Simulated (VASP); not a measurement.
Crystal: ZnSiP2.

```xyz
8
Lattice="-2.6867 2.6867 5.2300 2.6867 -2.6867 5.2300 2.6867 2.6867 -5.2300" Properties=species:S:1:pos:R:3 pbc="T T T"
Zn    0.0000    0.0000    0.0000
Zn    0.0000    2.6867    2.6150
Si    0.0000    0.0000    5.2300
Si    2.6867    0.0000    2.6150
P     1.4363    1.3434    1.3075
P     1.2504    1.3434    6.5375
P     1.3434    3.9371   -1.3075
P     1.3434   -1.2504    3.9225
```

```yaml
Program: VASP 6.6.1
Task: relaxation of cell and atoms
Functional: PBE
Potentials_or_basis: VASP PAW PBE potentials, release 64 (Zn, Si, P)
Cutoff: 500 eV
k_mesh: 6 × 6 × 6
Occupations: fermi-dirac, width 0.02 eV
Spin: no spin polarisation
```

At the start: pressure 2.2 GPa; volume 18.88 Å³/atom.

Question: Where does the relaxation end?

Answer: Over 8 steps the energy falls by 3.1 meV/atom and the volume is 19.34 Å³/atom (+2.4 %); space group I-42d (No. 122, to 0.1 Å) before and after.

Step by step:
| step | energy change (eV) | largest force (eV/Å) | pressure (GPa) | volume (Å³) |
| --- | --- | --- | --- | --- |
| 1 | 0.0000 | 0.0225 | 2.19 | 151.01 |
| 2 | -0.0175 | 0.0672 | -1.09 | 156.72 |
| 3 | -0.0246 | 0.0368 | 0.01 | 154.68 |
| 4 | -0.0246 | 0.0381 | -0.03 | 154.75 |
| 5 | -0.0248 | 0.0186 | -0.04 | 154.79 |
| 6 | -0.0248 | 0.0005 | -0.04 | 154.82 |
| 7 | -0.0248 | 0.0005 | -0.04 | 154.81 |
| 8 | -0.0249 | 0.0008 | 0.02 | 154.71 |

Final structure:
```
CELL_PARAMETERS angstrom
-2.70933 2.70933 5.26889
2.70933 -2.70933 5.26889
2.70933 2.70933 -5.26889
ATOMIC_POSITIONS crystal
Zn 0.00000 0.00000 0.00000
Zn 0.75000 0.25000 0.50000
Si 0.50000 0.50000 0.00000
Si 0.25000 0.75000 0.50000
P 0.37500 0.39278 0.51778
P 0.87500 0.85722 0.48222
P 0.60722 0.12500 0.98222
P 0.14278 0.62500 0.01778
```
